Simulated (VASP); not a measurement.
# Ti3Al (P-6m2) in VASP: notebook

Ti3Al is run at these levels: PBEsol; tasks: relaxation of cell and atoms.

All numbers are computed with VASP 6.6.1; they aren't measurements. Logs are shortened: lines on timing, memory, paths and dates and some standing lists are left out, and cuts for length are marked.

### Step 1. The cell of the first run

Symmetry: P-6m2, No. 187, hexagonal system. The conventional cell has a = 2.928 Å, b = 2.928 Å, c = 9.226 Å, α = 90.00°, β = 90.00°, γ = 120.00°. Ti (site symmetry 3m) has 9 Ti at 2.86 to 2.93 Å and 3 Al at 2.86 Å within 3.8 Å. Within 3.8 Å of Ti (site symmetry -6m2) lie 12 Ti at 2.86 to 2.93 Å. Within 3.8 Å of Al (site symmetry -6m2) lie 6 Ti at 2.86 Å and 6 Al at 2.93 Å.

### Step 2. Relaxation of cell and atoms, PBEsol, target pressure 5 GPa, at which the enthalpy is minimised

Contents of INCAR:

```
ALGO = Normal ; EDIFF = 1E-6
EDIFFG = -0.01 ; ENCUT = 600
GGA = PS ; IBRION = 2
ISIF = 3 ; ISMEAR = -1
LASPH = True ; LCHARG = False
LREAL = False ; LWAVE = False
NELM = 80 ; NSW = 60
PREC = Accurate ; PSTRESS = 50.0
SIGMA = 0.05
```

Contents of KPOINTS:

```
k-points
0
Gamma
  10 10 3
```

Contents of POSCAR:

```
Ti3Al
1.0
    2.9275422229      0.0000000000      0.0000000000
   -1.4637711114      2.5353259357      0.0000000000
    0.0000000000      0.0000000000      9.2263620000
Ti Al
3 1
Direct
    0.3333333333      0.6666666667      0.2494060000
    0.3333333333      0.6666666667      0.7505940000
    0.6666666667      0.3333333333      0.0000000000
    0.6666666667      0.3333333333      0.5000000000
```

Potentials or basis: VASP PAW PBE potentials, release 64 (Ti_sv, Al).

The run is started by

```sh
> cat potpaw_PBE.64/Ti_sv/POTCAR potpaw_PBE.64/Al/POTCAR > POTCAR
> mpirun -np 1 vasp_std > vasp.out
```

OUTCAR:

```text
EDIFF = 1E-6
   EDIFFG = -0.01
   ENCUT = 600
   GGA = PS
   IBRION = 2
   ISIF = 3
   ISMEAR = -1
   LASPH = True
   LREAL = False
   NELM = 80
   NSW = 60
   PREC = Accurate
   PSTRESS = 50.0

 ion  position               nearest neighbor table
   1  0.333  0.667  0.249-   3 2.86   3 2.86   3 2.86   4 2.86   4 2.86   4 2.86
   2  0.333  0.667  0.751-   3 2.86   3 2.86   3 2.86   4 2.86   4 2.86   4 2.86
   3  0.667  0.333  0.000-   1 2.86   2 2.86   1 2.86   2 2.86   1 2.86   2 2.86
   4  0.667  0.333  0.500-   1 2.86   2 2.86   1 2.86   2 2.86   1 2.86   2 2.86

  LATTYP: Found a hexagonal cell.
 ALAT       =     2.9275422229
 C/A-ratio  =     3.1515726495

  Lattice vectors:

 A1 = (   2.9275422229,   0.0000000000,   0.0000000000)
 A2 = (  -1.4637711114,   2.5353259357,   0.0000000000)
 A3 = (   0.0000000000,   0.0000000000,   9.2263620000)

Analysis of symmetry for initial positions (statically):
=====================================================================
 Subroutine PRICEL returns:
 Original cell was already a primitive cell.

 Routine SETGRP: Setting up the symmetry group for a
 hexagonal supercell.

 Subroutine GETGRP returns: Found 12 space group operations
 (whereof 12 operations were pure point group operations)
 out of a pool of 24 trial point group operations.

The static configuration has the point symmetry D_3h.

Analysis of symmetry for dynamics (positions and initial velocities):
=====================================================================
 Subroutine PRICEL returns:
 Original cell was already a primitive cell.

 Routine SETGRP: Setting up the symmetry group for a
 hexagonal supercell.

 Subroutine GETGRP returns: Found 12 space group operations
 (whereof 12 operations were pure point group operations)
 out of a pool of 24 trial point group operations.

The dynamic configuration has the point symmetry D_3h.

 Subroutine INISYM returns: Found 12 space group operations
 (whereof 12 operations are pure point group operations),
 and found     1 'primitive' translations

----------------------------------------------------------------------------------------

                                     Primitive cell

  volume of cell :      68.4806

  direct lattice vectors                    reciprocal lattice vectors
     2.927542223  0.000000000  0.000000000     0.341583459  0.197213302  0.000000000
[... 107 lines left out ...]
   IALGO  =     38    algorithm
   IMIX   =      4    mixing-type and parameters
     AMIX     =   0.40;   BMIX     =  1.00
     AMIX_MAG =   1.60;   BMIX_MAG =  1.00
  volume/ion in A,a.u.               =      17.12       115.53
  Fermi-wavevector in a.u.,A,eV,Ry     =   1.356981  2.564323 25.053746  1.841398
  Thomas-Fermi vector in A             =   2.483938
   LORBIT       =      0    0 simple, 1 ext, 2 COOP (PROOUT), +10 PAW based schemes
   GGA     = PS    functional components
   LHFCALC =     F    Hartree Fock is set to
   AEXX    =    0.0000 exact exchange contribution
   IVDW    =     0    specifies the selected vdW correction
   LEPSILON=     F    determine dielectric tensor
   LRPA    =     F    only Hartree local field effects (RPA)
 conjugate gradient relaxation of ions
 non-spin polarized calculation
  energy-cutoff  :      600.00
  volume of cell :       68.48
 maximum number of plane-waves:      2302
 NGX is ok and might be reduce to    24
   NGX = 11   NGY = 11   NGZ = 37

--------------------------------------- Ionic step        1  -------------------------------------------

 number of electron      38.9999991 magnetization

 Free energy of the ion-electron system (eV)
  ---------------------------------------------------
  ext. energy  EPLUGINS =         0.00000000
  ---------------------------------------------------
  free energy    TOTEN  =       -29.61350659 eV

  energy without entropy =      -29.58484030  energy(sigma->0) =      -29.59917345

------------------------ aborting loop because EDIFF is reached ----------------------------------------

  FORCE on cell =-STRESS in cart. coord.  units (eV):
  Direction    XX          YY          ZZ          XY          YZ          ZX
  --------------------------------------------------------------------------------------
  -------------------------------------------------------------------------------------
  Total       -1.5443656     -1.5443656     -1.4675382     -0.0000000      0.0000000     -0.0000000
  in kB      -36.1321043    -36.1321043    -34.3346432     -0.0000000      0.0000000     -0.0000000
  external PRESSURE =     -85.5329506 kB  Pullay stress =      50.0000000 kB
[... 103 lines left out ...]
  energy  without entropy=      -29.5736099251  energy(sigma->0) =      -29.58708692

  enthalpy is  TOTEN    =       -27.6116384946 eV   P V=        1.9889254224

[... ionic steps 4 to 7 ...]

--------------------------------------- Ionic step        8  -------------------------------------------

 number of electron      39.0000012 magnetization

------------------------ aborting loop because EDIFF is reached ----------------------------------------
[... 75 lines left out ...]
--------------------------------------- Ionic step       10  -------------------------------------------

 number of electron      39.0000012 magnetization

 Free energy of the ion-electron system (eV)
  ---------------------------------------------------
  ext. energy  EPLUGINS =         0.00000000
  ---------------------------------------------------
  free energy    TOTEN  =       -29.60100014 eV

  energy without entropy =      -29.57401802  energy(sigma->0) =      -29.58750908

 E-fermi :   8.6452     XC(G=0): -11.6423

 val. band max:        8.5913334079   @ k =   0.2000   0.2000   0.3333
 cond. band min:       8.6618120952   @ k =   0.2000  -0.0000   0.0000
 fundamental gap:      0.0704786873
 Fermi energy:         8.6451787968

 k-point     1 :       0.0000    0.0000    0.0000
  band No.  band energies     occupation
      1     -47.7264      2.00000
      2     -47.6567      2.00000
      3     -47.5834      2.00000
      4     -24.4170      2.00000
      5     -24.0958      2.00000
      6     -23.7363      2.00000
[... 613 lines left out ...]
     22       9.5154      0.00000
     23       9.7203      0.00000

 [... further k-points ...]

------------------------ aborting loop because EDIFF is reached ----------------------------------------

  FORCE on cell =-STRESS in cart. coord.  units (eV):
  Direction    XX          YY          ZZ          XY          YZ          ZX
  --------------------------------------------------------------------------------------
  -------------------------------------------------------------------------------------
  Total        1.9608041      1.9608041      1.9603052      0.0000000     -0.0000000      0.0000000
  in kB       49.3000666     49.3000666     49.2875240      0.0000000     -0.0000000      0.0000000
  external PRESSURE =      -0.7041143 kB  Pullay stress =      50.0000000 kB
[... 23 lines left out ...]
  energy  without entropy=      -29.5740180185  energy(sigma->0) =      -29.58750908

  enthalpy is  TOTEN    =       -27.6123577336 eV   P V=        1.9886424022

 reached required accuracy - stopping structural energy minimisation
```

CONTCAR:

```text
Ti3Al
   1.00000000000000
     2.8527479360792141    0.0000000000020430   -0.0000000000000000
    -1.4263739679891152    2.4705521832550086   -0.0000000000000000
     0.0000000000000000   -0.0000000000000000    9.0414865790507140
  Ti              Al
     3     1
Direct
     0.3333333332999970    0.6666666667000030    0.2489636321495524
     0.3333333332999970    0.6666666667000030    0.7510363678504477
     0.6666666667000030    0.3333333332999970    0.0000000000000000
     0.6666666667000030    0.3333333332999970    0.5000000000000000

  0.00000000E+00  0.00000000E+00  0.00000000E+00
  0.00000000E+00  0.00000000E+00  0.00000000E+00
  0.00000000E+00  0.00000000E+00  0.00000000E+00
  0.00000000E+00  0.00000000E+00  0.00000000E+00
```

Wall time 2.3 min (1 thread of Intel Xeon 6975P-C (Granite Rapids), shared host); peak memory 0.23 GiB.

Results:

```yaml
Free_energy: -29.6010 eV
Relaxed_volume: 15.93 Å³/atom
Relaxed_cell: a = 2.853 Å, b = 2.853 Å, c = 9.041 Å, α = 90.00°, β = 90.00°, γ = 120.00°
Space_group_after_relaxing_to_0.05_Å: P-6m2 (No. 187)
Energy_change_on_relaxing_the_enthalpy_is_what_falls: +3.1 meV/atom
Ionic_steps: 10
Pressure_after_relaxing: 4.9 GPa
Largest_force_after_relaxing: 0.003 eV/Å
```

Forces in eV/Å, atoms in the order of the input:
```
Ti   0.000  0.000 -0.003
Ti   0.000  0.000  0.003
Ti   0.000  0.000  0.000
Al   0.000  0.000  0.000
```

The path:
| step | energy change (eV) | largest force (eV/Å) | pressure (GPa) | volume (Å³) |
| --- | --- | --- | --- | --- |
| 1 | 0.0000 | 0.0904 | -3.55 | 68.48 |
| 2 | 0.2433 | 0.0278 | 14.34 | 59.82 |
| 3 | 0.0129 | 0.0315 | 4.92 | 63.73 |
| 4 | 0.0158 | 0.0306 | 5.09 | 63.64 |
| 5 | 0.0156 | 0.0079 | 5.10 | 63.63 |
| 6 | 0.0157 | 0.0021 | 5.10 | 63.62 |
| 7 | 0.0156 | 0.0010 | 5.11 | 63.62 |
| 8 | 0.0156 | 0.0054 | 5.10 | 63.62 |
| 9 | 0.0156 | 0.0032 | 5.12 | 63.62 |
| 10 | 0.0125 | 0.0032 | 4.93 | 63.72 |

Final structure:
```
Ti Al
1.0
     2.85275    0.00000    0.00000
    -1.42637    2.47055    0.00000
     0.00000    0.00000    9.04149
Ti Al
3 1
Direct
  0.33333 0.66667 0.24896
  0.33333 0.66667 0.75104
  0.66667 0.33333 0.00000
  0.66667 0.33333 0.50000
```

Levels at points of the mesh, in eV from the Fermi level:
| k point | band 17 | band 18 | band 19 | band 20 | band 21 | band 22 | band 23 |
| --- | --- | --- | --- | --- | --- | --- | --- |
| (0.00, 0.00, 0.00) | -0.82 | 0.57 | 0.75 | 0.87 | 0.87 | 0.97 | 0.97 |
| (0.50, 0.00, 0.00) | -1.58 | -1.36 | -0.69 | -0.34 | 0.96 | 1.13 | 1.25 |

Caveat: the cell is relaxed towards a set pressure, so the enthalpy falls and the energy may rise; the PAW data sets were made with another functional, which shifts forces and pressure a little.

### Step 3. Relaxation of cell and atoms, PBEsol, target pressure 10 GPa, at which the enthalpy is minimised

Contents of INCAR:

```
SYSTEM = Ti3Al
PREC = Accurate ; ENCUT = 600
EDIFF = 1E-7 ; ISMEAR = -1
SIGMA = 0.05 ; LREAL = .FALSE.
LASPH = .TRUE. ; NELM = 60
ALGO = Fast ; ISIF = 3
LWAVE = .FALSE. ; LCHARG = .FALSE.
GGA = PS ; IBRION = 2
NSW = 60 ; EDIFFG = -0.01
PSTRESS = 100.0
```

Contents of KPOINTS:

```
Automatic mesh
0
G
  10 10 3
  0 0 0
```

POSCAR is that of step 2.

Potentials or basis: VASP PAW PBE potentials, release 64 (Ti_sv, Al).

The run is started by

```sh
> cat potpaw_PBE.64/Ti_sv/POTCAR potpaw_PBE.64/Al/POTCAR > POTCAR
> mpirun -np 1 vasp_std > vasp.out
```

Wall time 9.4 min (1 thread of Intel Xeon 6975P-C (Granite Rapids), shared host); peak memory 0.25 GiB.

The run converged. Its results:

```yaml
Free_energy: -29.4971 eV
Relaxed_volume: 15.37 Å³/atom
Relaxed_cell: a = 2.816 Å, b = 2.816 Å, c = 8.950 Å, α = 90.00°, β = 90.00°, γ = 120.00°
Space_group_after_relaxing_to_0.05_Å: P-6m2 (No. 187)
Energy_change_on_relaxing_the_enthalpy_is_what_falls: +29.1 meV/atom
Ionic_steps: 10
Pressure_after_relaxing: 10.0 GPa
Largest_force_after_relaxing: 0.005 eV/Å
```

Forces on the atoms (eV/Å):
```
Ti   0.000  0.000  0.005
Ti   0.000  0.000 -0.005
Ti   0.000  0.000  0.000
Al   0.000  0.000  0.000
```

Step by step:
| step | energy change (eV) | largest force (eV/Å) | pressure (GPa) | volume (Å³) |
| --- | --- | --- | --- | --- |
| 1 | 0.0000 | 0.0906 | -3.56 | 68.48 |
| 2 | 0.8776 | 0.0766 | 29.48 | 55.10 |
| 3 | 0.1077 | 0.0167 | 9.68 | 61.64 |
| 4 | 0.1157 | 0.0147 | 9.97 | 61.50 |
| 5 | 0.1242 | 0.0131 | 10.23 | 61.37 |
| 6 | 0.1244 | 0.0120 | 10.30 | 61.34 |
| 7 | 0.1247 | 0.0170 | 10.30 | 61.34 |
| 8 | 0.1096 | 0.0063 | 9.72 | 61.58 |
| 9 | 0.1163 | 0.0105 | 9.99 | 61.47 |
| 10 | 0.1164 | 0.0052 | 9.98 | 61.47 |

Final structure:
```cif
data_structure
_symmetry_space_group_name_H-M 'P 1'
_symmetry_Int_Tables_number 1
_cell_length_a 2.8160
_cell_length_b 2.8160
_cell_length_c 8.9505
_cell_angle_alpha 90.000
_cell_angle_beta 90.000
_cell_angle_gamma 120.000
_cell_volume 61.47
loop_
_atom_site_label
_atom_site_type_symbol
_atom_site_fract_x
_atom_site_fract_y
_atom_site_fract_z
_atom_site_occupancy
Ti1 Ti 0.33333 0.66667 0.24919 1
Ti2 Ti 0.33333 0.66667 0.75081 1
Ti3 Ti 0.66667 0.33333 0.00000 1
Al1 Al 0.66667 0.33333 0.50000 1
```

Levels at points of the mesh, in eV from the Fermi level:
```csv
k point,band 17,band 18,band 19,band 20,band 21,band 22,band 23
"(0.00, 0.00, 0.00)",-0.84,0.61,0.75,0.90,0.90,1.01,1.01
"(0.50, 0.00, 0.00)",-1.64,-1.44,-0.71,-0.30,1.00,1.21,1.32
```

Caveat: the cell is relaxed towards a set pressure, so the enthalpy falls and the energy may rise; the PAW data sets were made with another functional, which shifts forces and pressure a little.

### Step 4. Relaxation of cell and atoms, PBEsol, target pressure 20 GPa, at which the enthalpy is minimised

Contents of INCAR:

```
PREC = Accurate
ENCUT = 600
EDIFF = 1E-7
ISMEAR = -1
SIGMA = 0.05
LREAL = F
LASPH = T
NELM = 60
ALGO = Fast
ISIF = 3
LWAVE = F
LCHARG = F
GGA = PS
IBRION = 2
NSW = 60
EDIFFG = -0.01
PSTRESS = 200.0
```

Contents of KPOINTS:

```
regular mesh
0
Gamma
  10 10 3
```

POSCAR is that of step 3.

The run is started by

```sh
> cat potpaw_PBE.64/Ti_sv/POTCAR potpaw_PBE.64/Al/POTCAR > POTCAR
> mpirun -np 1 vasp_std > vasp.out
```

Run time: 11 min. Hardware: 1 thread of Intel Xeon 6975P-C (Granite Rapids), shared host; peak memory 0.24 GiB.

Results (log left out):

| Property | Result |
| --- | --- |
| Free energy | -29.1613 eV |
| Relaxed volume | 14.46 Å³/atom |
| Relaxed cell | a = 2.754 Å, b = 2.754 Å, c = 8.803 Å, α = 90.00°, β = 90.00°, γ = 120.00° |
| Space group after relaxing (to 0.05 Å) | P-6m2 (No. 187) |
| Energy change on relaxing (the enthalpy is what falls) | +113.0 meV/atom |
| Ionic steps | 12 |
| Pressure after relaxing | 20.0 GPa |

The path:
| step | energy change (eV) | largest force (eV/Å) | pressure (GPa) | volume (Å³) |
| --- | --- | --- | --- | --- |
| 1 | 0.0000 | 0.0906 | -3.56 | 68.48 |
| 2 | 3.5548 | 0.1628 | 73.72 | 46.44 |
| 3 | 0.4043 | 0.0174 | 18.40 | 58.44 |
| 4 | 0.4387 | 0.0124 | 19.63 | 57.97 |
| 5 | 0.4635 | 0.0142 | 20.26 | 57.77 |
| 6 | 0.4648 | 0.0440 | 20.32 | 57.73 |
| 7 | 0.4658 | 0.0488 | 20.34 | 57.72 |
| 8 | 0.4660 | 0.0495 | 20.34 | 57.72 |
| 9 | 0.4361 | 0.0220 | 19.61 | 57.96 |
| 10 | 0.4485 | 0.0335 | 19.90 | 57.86 |
| 11 | 0.4509 | 0.0116 | 19.95 | 57.84 |
| 12 | 0.4522 | 0.0011 | 19.99 | 57.83 |

Final structure:
```
Ti Al
1.0
     2.75416    0.00000    0.00000
    -1.37708    2.38518    0.00000
     0.00000    0.00000    8.80276
Ti Al
3 1
Direct
  0.33333 0.66667 0.24975
  0.33333 0.66667 0.75025
  0.66667 0.33333 0.00000
  0.66667 0.33333 0.50000
```

Levels at points of the mesh, in eV from the Fermi level:
```tsv
k point	band 17	band 18	band 19	band 20	band 21	band 22
(0.00, 0.00, 0.00)	-0.90	0.69	0.72	0.94	0.94	1.07
(0.50, 0.00, 0.00)	-1.75	-1.59	-0.77	-0.25	1.07	1.34
```

Caveat: the cell is relaxed towards a set pressure, so the enthalpy falls and the energy may rise; the volume moved by over 15 % at a fixed basis, so the end points are rough; the PAW data sets were made with another functional, which shifts forces and pressure a little.

[end of part 1 of 2]
